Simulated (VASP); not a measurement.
A run of VASP 6.6.1 is set up as follows.

Contents of POSCAR:

```
MgO
1.0
    3.4841042127      0.0000000000      0.0000000000
   -1.7420521064      3.0173227576      0.0000000000
    0.0000000000      0.0000000000      4.2066160337
Mg O
2 2
Direct
    0.6666666667      0.3333333333      0.7500000000
    0.3333333333      0.6666666667      0.2500000000
    0.6666666667      0.3333333333      0.2500000000
    0.3333333333      0.6666666667      0.7500000000
```

File INCAR.step1:

```
ALGO = Normal
EDIFF = 1E-5
ENCUT = 920
GGA = PE
GGA_COMPAT = F
ISMEAR = 0
LASPH = T
LCHARG = F
LREAL = F
LWAVE = T
NBANDS = 24
NELM = 120
PREC = Accurate
SIGMA = 0.05
```

Contents of INCAR.step2:

```
ALGO = Normal
EDIFF = 1E-6
ENCUT = 920
GGA_COMPAT = F
ISIF = 2
ISMEAR = 0
ISTART = 1
LASPH = T
LCHARG = F
LMIXTAU = T
LREAL = F
LWAVE = F
METAGGA = R2SCAN
NBANDS = 24
NELM = 120
PREC = Accurate
SIGMA = 0.05
```

File KPOINTS:

```
k-points
0
Gamma
  6 6 6
```

Potentials or basis: VASP PAW PBE potentials, release 64 (Mg_sv, O).

The run is started by

```sh
$ cat potpaw_PBE.64/Mg_sv/POTCAR potpaw_PBE.64/O/POTCAR > POTCAR
$ cp INCAR.step1 INCAR
$ mpirun -np 1 vasp_std > vasp.out
$ cp INCAR.step2 INCAR
$ mpirun -np 1 vasp_std > vasp.out
```

Predict the pressure.

-0.2 GPa.

What does it give for the band gap on the k mesh?

4.07 eV.

Stress tensor (GPa, compression positive):
```
 0.12  0.00  0.00
 0.00  0.12  0.00
 0.00  0.00 -0.94
```

Caveat: the cell differs from its parent crystal (strain +0.0050 x Voigt [0, 0, 1, 0, 0, 0]); the PAW data sets were made with another functional, which shifts forces and pressure a little.
